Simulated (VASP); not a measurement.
# CrAu2 (P6_3/mmc) in VASP: single point with PBE

Aim: the single point of CrAu2 with PBE.

All numbers are computed with VASP 6.6.1; they aren't measurements. Logs are shortened: lines on timing, memory, paths and dates and some standing lists are left out, and cuts for length are marked.

## 1. The cell of the first run

Symmetry: P6_3/mmc, No. 194, hexagonal system. The conventional cell has a = 2.995 Å, b = 2.995 Å, c = 13.565 Å, α = 90.00°, β = 90.00°, γ = 120.00°. Cr (site symmetry -6m2) has 6 Au at 2.77 Å and 6 Cr at 2.99 Å within 3.7 Å. Within 3.7 Å of Au (site symmetry 3m) lie 3 Cr at 2.77 Å and 9 Au at 2.99 to 3.00 Å.

The cell was generated, and may not be a known phase.

## 2. Single point, PBE, collinear spin, ferromagnetic start

The input, INCAR:

```
SYSTEM = CrAu2
PREC = Accurate
ENCUT = 500
EDIFF = 1E-6
ISMEAR = 0
SIGMA = 0.1
LREAL = .FALSE.
LASPH = .TRUE.
NELM = 200
ALGO = Normal
ISIF = 2
LWAVE = .FALSE.
LCHARG = .TRUE.
ISPIN = 2
MAGMOM = 3 3 0 0 0 0
LORBIT = 11
LMAXMIX = 4
GGA = PE
LELF = .TRUE.
LVHAR = .TRUE.
NBANDS = 47
GGA_COMPAT = .FALSE.
```

The input, KPOINTS:

```
regular mesh
0
G
  6 6 2
  0 0 0
```

The input, POSCAR:

```
CrAu2
1.0
    2.9947091825      0.0000000029      0.0000000000
   -1.4973545938      2.5934942275      0.0000000000
    0.0000000000      0.0000000000     13.5648807665
Cr Au
2 4
Direct
    0.6666666667      0.3333333333      0.7500000000
    0.3333333333      0.6666666667      0.2500000000
    0.3333333333      0.6666666667      0.9095115878
    0.6666666667      0.3333333333      0.4095115878
    0.3333333333      0.6666666667      0.5904884122
    0.6666666667      0.3333333333      0.0904884122
```

Potentials or basis: VASP PAW PBE potentials, release 64 (Cr_pv, Au).

The run is started by

```
$ cat potpaw_PBE.64/Cr_pv/POTCAR potpaw_PBE.64/Au/POTCAR > POTCAR
$ mpirun -np 1 vasp_std > vasp.out
```

OUTCAR:

```text
SYSTEM = CrAu2
   PREC = Accurate
   ENCUT = 500
   EDIFF = 1E-6
   ISMEAR = 0
   LREAL = .FALSE.
   LASPH = .TRUE.
   NELM = 200
   ISIF = 2
   ISPIN = 2
   LORBIT = 11
   GGA = PE

 ion  position               nearest neighbor table
   1  0.667  0.333  0.750-   3 2.77   5 2.77   3 2.77   5 2.77   3 2.77   5 2.77
   2  0.333  0.667  0.250-   4 2.77   6 2.77   4 2.77   6 2.77   4 2.77   6 2.77
   3  0.333  0.667  0.910-   1 2.77   1 2.77   1 2.77   6 3.00   6 3.00   6 3.00
   4  0.667  0.333  0.410-   2 2.77   2 2.77   2 2.77   5 3.00   5 3.00   5 3.00
   5  0.333  0.667  0.590-   1 2.77   1 2.77   1 2.77   4 3.00   4 3.00   4 3.00
   6  0.667  0.333  0.090-   2 2.77   2 2.77   2 2.77   3 3.00   3 3.00   3 3.00

  LATTYP: Found a hexagonal cell.
 ALAT       =     2.9947091825
 C/A-ratio  =     4.5296153783

  Lattice vectors:

 A1 = (   2.9947091825,   0.0000000029,   0.0000000000)
 A2 = (  -1.4973545938,   2.5934942275,   0.0000000000)
 A3 = (   0.0000000000,   0.0000000000,  13.5648807665)

Analysis of symmetry for initial positions (statically):
=====================================================================
 Subroutine PRICEL returns:
 Original cell was already a primitive cell.

 Routine SETGRP: Setting up the symmetry group for a
 hexagonal supercell.

 Subroutine GETGRP returns: Found 24 space group operations
 (whereof 12 operations were pure point group operations)
 out of a pool of 24 trial point group operations.

The static configuration has the point symmetry D_3d.
 The point group associated with its full space group is D_6h.

Analysis of symmetry for dynamics (positions and initial velocities):
=====================================================================
 Subroutine PRICEL returns:
 Original cell was already a primitive cell.

 Routine SETGRP: Setting up the symmetry group for a
 hexagonal supercell.

 Subroutine GETGRP returns: Found 24 space group operations
 (whereof 12 operations were pure point group operations)
 out of a pool of 24 trial point group operations.

The dynamic configuration has the point symmetry D_3d.
 The point group associated with its full space group is D_6h.

Analysis of structural, dynamic, and magnetic symmetry:
=====================================================================
 Subroutine PRICEL returns:
 Original cell was already a primitive cell.

 Routine SETGRP: Setting up the symmetry group for a
 hexagonal supercell.

 Subroutine GETGRP returns: Found 24 space group operations
 (whereof 12 operations were pure point group operations)
 out of a pool of 24 trial point group operations.

The overall configuration has the point symmetry D_3d.
 The point group associated with its full space group is D_6h.

 Subroutine INISYM returns: Found 24 space group operations
 (whereof 12 operations are pure point group operations),
 and found     1 'primitive' translations

----------------------------------------------------------------------------------------

                                     Primitive cell

  volume of cell :     105.3552

  direct lattice vectors                    reciprocal lattice vectors
     2.994709182  0.000000003  0.000000000     0.333922240  0.192790096  0.000000000
    -1.497354594  2.593494227  0.000000000    -0.000000000  0.385580191  0.000000000
     0.000000000  0.000000000 13.564880766     0.000000000  0.000000000  0.073719778

  length of vectors
     2.994709182  2.994709182 13.564880766     0.385580191  0.385580191  0.073719778

  position of ions in fractional coordinates (direct lattice)
     0.666666667  0.333333333  0.750000000
     0.333333333  0.666666667  0.250000000
     0.333333333  0.666666667  0.909511588
     0.666666667  0.333333333  0.409511588
     0.333333333  0.666666667  0.590488412
     0.666666667  0.333333333  0.090488412

  ion indices of the primitive-cell ions
   primitive index   ion index
                 1           1
                 2           2
                 3           3
                 4           4
                 5           5
                 6           6

----------------------------------------------------------------------------------------

 KPOINTS: regular mesh

Automatic generation of k-mesh.
 Grid dimensions read from file:
 generate k-points for:    6    6    2

 Generating k-lattice:

  Cartesian coordinates                     Fractional coordinates (reciprocal lattice)
     0.055653707  0.032131683  0.000000000     0.166666667 -0.000000000  0.000000000
    -0.000000000  0.064263365  0.000000000     0.000000000  0.166666667  0.000000000
     0.000000000  0.000000000  0.036859889     0.000000000  0.000000000  0.500000000

  Length of vectors
     0.064263365  0.064263365  0.036859889

  Shift w.r.t. Gamma in fractional coordinates (k-lattice)
     0.000000000  0.000000000  0.000000000

 Subroutine IBZKPT returns following result:
 ===========================================

 Found     14 irreducible k-points:

 Following reciprocal coordinates:
            Coordinates               Weight
  0.000000  0.000000  0.000000      1.000000
  0.166667  0.000000  0.000000      6.000000
  0.333333 -0.000000  0.000000      6.000000
  0.500000  0.000000  0.000000      3.000000
  0.166667  0.166667  0.000000      6.000000
  0.333333  0.166667  0.000000     12.000000
  0.333333  0.333333  0.000000      2.000000
  0.000000  0.000000  0.500000      1.000000
  0.166667  0.000000  0.500000      6.000000
  0.333333 -0.000000  0.500000      6.000000
  0.500000  0.000000  0.500000      3.000000
  0.166667  0.166667  0.500000      6.000000
  0.333333  0.166667  0.500000     12.000000
  0.333333  0.333333  0.500000      2.000000
   k-points           NKPTS =     14   k-points in BZ     NKDIM =     14   number of bands    NBANDS=     47
   number of dos      NEDOS =    301   number of ions     NIONS =      6
   total plane-waves  NPLWV =  57600
   dimension x,y,z NGX =    24 NGY =   24 NGZ =  100
   dimension x,y,z NGXF=    48 NGYF=   48 NGZF=  200
   ions per type =               2   4
   NGX,Y,Z   is equivalent  to a cutoff of  13.32, 13.32, 12.26 a.u.
   NGXF,Y,Z  is equivalent  to a cutoff of  26.65, 26.65, 24.51 a.u.
 SYSTEM =  CrAu2
   PREC   = accura    normal or accurate (medium, high low for compatibility)
   ISTART =      0    job   : 0-new  1-cont  2-samecut
   ICHARG =      2    charge: 1-file 2-atom 10-const
   ISPIN  =      2    spin polarized calculation?
   LNONCOLLINEAR =      F non collinear calculations
   LSORBIT =      F    spin-orbit coupling
   LASPH  =      T    aspherical Exc in radial PAW
   ENCUT  =  500.0 eV  36.75 Ry    6.06 a.u.   5.46  5.46 24.73*2*pi/ulx,y,z
   NELM   =    200;   NELMIN=  2; NELMDL= -5     # of ELM steps
   EDIFF  = 0.1E-05   stopping-criterion for ELM
   LREAL  =      F    real-space projection
   EDIFFG = 0.1E-04   stopping-criterion for IOM
   NSW    =      0    number of steps for IOM
   IBRION =     -1    ionic relax: 0-MD 1-quasi-New 2-CG
   NFREE  =      0    steps in history (QN), initial steepest desc. (CG)
   ISIF   =      2    stress and relaxation
   ISYM   =      2    0-nonsym 1-usesym 2-fastsym
   POTIM  = 0.5000    time-step for ionic-motion
   TEBEG  =    0.0;   TEEND  =   0.0 temperature during run
   PSTRESS=    0.0 pullay stress
   NELECT =      68.0000    total number of electrons
   NUPDOWN=      -1.0000    fix difference up-down
   EMIN   =  10.00;   EMAX   =-10.00  energy-range for DOS
   EFERMI =   0.00;   METHOD = LEGACY
   ISMEAR =     0;   SIGMA  =   0.10  broadening in eV -4-tet -1-fermi 0-gaus
   EFERMI_NEDOS =   21; number of points for ismear=-14 and -15
   IALGO  =     38    algorithm
   IMIX   =      4    mixing-type and parameters
     AMIX     =   0.40;   BMIX     =  1.00
     AMIX_MAG =   1.60;   BMIX_MAG =  1.00
  volume/ion in A,a.u.               =      17.56       118.50
  Fermi-wavevector in a.u.,A,eV,Ry     =   1.414792  2.673569 27.233904  2.001635
  Thomas-Fermi vector in A             =   2.536297
   LORBIT       =     11    0 simple, 1 ext, 2 COOP (PROOUT), +10 PAW based schemes
   GGA     = PE    functional components
   LHFCALC =     F    Hartree Fock is set to
   AEXX    =    0.0000 exact exchange contribution
   IVDW    =     0    specifies the selected vdW correction
   LEPSILON=     F    determine dielectric tensor
   LRPA    =     F    only Hartree local field effects (RPA)
 spin polarized calculation
 Gauss-broadening in eV      SIGMA  =   0.10
  energy-cutoff  :      500.00
  volume of cell :      105.36
 maximum number of plane-waves:      2761
 NGX is ok and might be reduce to    24
   NGX = 11   NGY = 11   NGZ = 49

 number of electron      67.9999974 magnetization       7.8050963

 Free energy of the ion-electron system (eV)
  ---------------------------------------------------
  ext. energy  EPLUGINS =         0.00000000
  ---------------------------------------------------
  free energy    TOTEN  =       -30.20219134 eV

  energy without entropy =      -30.19187728  energy(sigma->0) =      -30.19703431

 E-fermi :   8.1964     XC(G=0): -12.0756

 val. band max:        8.1346497407   @ k =   0.5000   0.0000   0.0000
 cond. band min:       8.2035963075   @ k =   0.1667   0.1667   0.0000
 fundamental gap:      0.0689465668
 Fermi energy:         8.1964410173

 spin component 1

 k-point     1 :       0.0000    0.0000    0.0000
  band No.  band energies     occupation
      1     -35.7775      1.00000
      2     -35.7775      1.00000
      3     -35.7774      1.00000
      4     -35.7774      1.00000
      5     -35.7217      1.00000
      6     -35.7217      1.00000
[... 38 lines left out ...]
     45      14.2776      0.00000
     46      16.6275      0.00000

 k-point     2 :       0.1667    0.0000    0.0000
  band No.  band energies     occupation
      1     -35.8113      1.00000
      2     -35.8112      1.00000
      3     -35.7857      1.00000
      4     -35.7857      1.00000
      5     -35.7172      1.00000
      6     -35.7172      1.00000
[... 580 lines left out ...]
 k-point    14 :       0.3333    0.3333    0.5000
  band No.  band energies     occupation
      1     -35.8721      1.00000
      2     -35.8721      1.00000
      3     -35.8715      1.00000
      4     -35.8715      1.00000
      5     -35.7018      1.00000
      6     -35.7018      1.00000
[... 38 lines left out ...]
     45      13.1176      0.00000
     46      13.1176      0.00000
 Fermi energy:         8.1964410173

 spin component 2

 k-point     1 :       0.0000    0.0000    0.0000
  band No.  band energies     occupation
      1     -32.2668      1.00000
      2     -32.2668      1.00000
      3     -32.2668      1.00000
      4     -32.2668      1.00000
      5     -32.2413      1.00000
      6     -32.2413      1.00000
[... 38 lines left out ...]
     45      19.0567      0.00000
     46      19.1207      0.00000

 k-point     2 :       0.1667    0.0000    0.0000
  band No.  band energies     occupation
      1     -32.3041      1.00000
      2     -32.3041      1.00000
      3     -32.2758      1.00000
      4     -32.2758      1.00000
      5     -32.2360      1.00000
      6     -32.2359      1.00000
[... 580 lines left out ...]
 k-point    14 :       0.3333    0.3333    0.5000
  band No.  band energies     occupation
      1     -32.3719      1.00000
      2     -32.3719      1.00000
      3     -32.3693      1.00000
      4     -32.3693      1.00000
      5     -32.2176      1.00000
      6     -32.2176      1.00000
[... 38 lines left out ...]
     45      14.2775      0.00000
     46      14.2775      0.00000
 [bands above 46 left out]

------------------------ aborting loop because EDIFF is reached ----------------------------------------

  FORCE on cell =-STRESS in cart. coord.  units (eV):
  Direction    XX          YY          ZZ          XY          YZ          ZX
  --------------------------------------------------------------------------------------
  -------------------------------------------------------------------------------------
  Total       -0.1316799     -0.1316799     -0.0309010      0.0000000     -0.0000000      0.0000000
  in kB       -2.0025070     -2.0025070     -0.4699230      0.0000000     -0.0000000      0.0000000
  external PRESSURE =      -1.4916457 kB  Pullay stress =       0.0000000 kB

 VOLUME and BASIS-vectors are now :
 -----------------------------------------------------------------------------
  energy-cutoff  :      500.00
  volume of cell :      105.36
      direct lattice vectors                 reciprocal lattice vectors
     2.994709182  0.000000003  0.000000000     0.333922240  0.192790096  0.000000000
    -1.497354594  2.593494227  0.000000000    -0.000000000  0.385580191  0.000000000
     0.000000000  0.000000000 13.564880766     0.000000000  0.000000000  0.073719778

 POSITION                                       TOTAL-FORCE (eV/Angst)
 -----------------------------------------------------------------------------------
      1.49735      0.86450     10.17366        -0.000000     -0.000000     -0.000000
     -0.00000      1.72900      3.39122         0.000000     -0.000000     -0.000000
     -0.00000      1.72900     12.33742        -0.000000      0.000000      0.006409
      1.49735      0.86450      5.55498        -0.000000     -0.000000      0.006409
     -0.00000      1.72900      8.00990         0.000000      0.000000     -0.006409
      1.49735      0.86450      1.22746         0.000000     -0.000000     -0.006409
 -----------------------------------------------------------------------------------
    total drift:                               -0.000000      0.000000     -0.000000

  FREE ENERGIE OF THE ION-ELECTRON SYSTEM (eV)
  ---------------------------------------------------
  free  energy   TOTEN  =       -30.2021913351 eV

  energy  without entropy=      -30.1918772778  energy(sigma->0) =      -30.19703431

 total charge

# of ion       s       p       d       tot
------------------------------------------
    1        0.279   6.188   4.076  10.543
    2        0.279   6.188   4.076  10.543
    3        0.591   0.333   8.717   9.640
    4        0.591   0.333   8.717   9.640
    5        0.591   0.333   8.717   9.640
    6        0.591   0.333   8.717   9.640
--------------------------------------------------
tot          2.920  13.708  43.018  59.647

 magnetization (x)

# of ion       s       p       d       tot
------------------------------------------
    1        0.029   0.046   3.422   3.498
    2        0.029   0.046   3.422   3.498
    3       -0.031   0.005   0.067   0.041
    4       -0.031   0.005   0.067   0.041
    5       -0.031   0.005   0.067   0.041
    6       -0.031   0.005   0.067   0.041
--------------------------------------------------
tot         -0.066   0.113   7.111   7.157
```

It took 3.2 min on 1 thread of AMD EPYC 7R13, shared host; peak memory 0.32 GiB.

What came out:

```yaml
Free_energy: -30.2022 eV
Pressure: -0.1 GPa
Largest_force: 0.006 eV/Å
Net_moment: 7.81 μB per cell
Site_moments: Cr +3.50; Au +0.04 μB
Valence_electrons_inside_the_program's_atomic_spheres: Cr 10.54; Au 9.64
```

Forces in eV/Å, atoms in the order of the input:
```
Cr   0.000  0.000  0.000
Cr   0.000  0.000  0.000
Au   0.000  0.000  0.006
Au   0.000  0.000  0.006
Au   0.000  0.000 -0.006
Au   0.000  0.000 -0.006
```

Stress tensor (GPa, compression positive):
```
-0.20  0.00  0.00
 0.00 -0.20  0.00
 0.00  0.00 -0.05
```

Caveat: the k points lie up to 0.40 Å⁻¹ apart; spin-orbit coupling is left out, which moves the levels of the heavy elements.
